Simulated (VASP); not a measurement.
# LiCl: single point with PBE

LiCl:

```
CELL_PARAMETERS angstrom
0.00000 2.56477 2.56477
2.56477 0.00000 2.56477
2.56477 2.56477 0.00000
ATOMIC_POSITIONS crystal
Cl 0.50000 0.50000 0.50000
Li 0.00000 0.00000 0.00000
```

```json
{"Program": "VASP 6.6.1", "Task": "single point", "Functional": "PBE", "Potentials or basis": "VASP PAW PBE potentials, release 64 (Cl, Li_sv)", "Cutoff": "520 eV", "k mesh": "9 × 9 × 9", "Occupations": "gaussian, width 0.02 eV", "Spin": "no spin polarisation", "Dipole correction": "no", "Further INCAR settings": "ALGO = Normal; EDIFF = 1e-06; NBANDS = 12"}
```

The band gap on the k mesh is 6.34 eV, direct.

Levels at points of the mesh, in eV from the valence-band top:
| k point | band 1 | band 2 | band 3 | band 4 | band 5 | band 6 | band 7 | band 8 | band 9 | band 10 |
| --- | --- | --- | --- | --- | --- | --- | --- | --- | --- | --- |
| (0.00, 0.00, 0.00) | -43.52 | -13.40 | 0.00 | 0.00 | 0.00 | 6.34 | 11.94 | 11.94 | 11.94 | 14.53 |

Wall time 25 s on 1 thread of Intel Xeon 8259CL, on a shared host, peak memory 0.15 GiB.

 A hybrid or GW would open this gap; PBE tends to underestimate it.
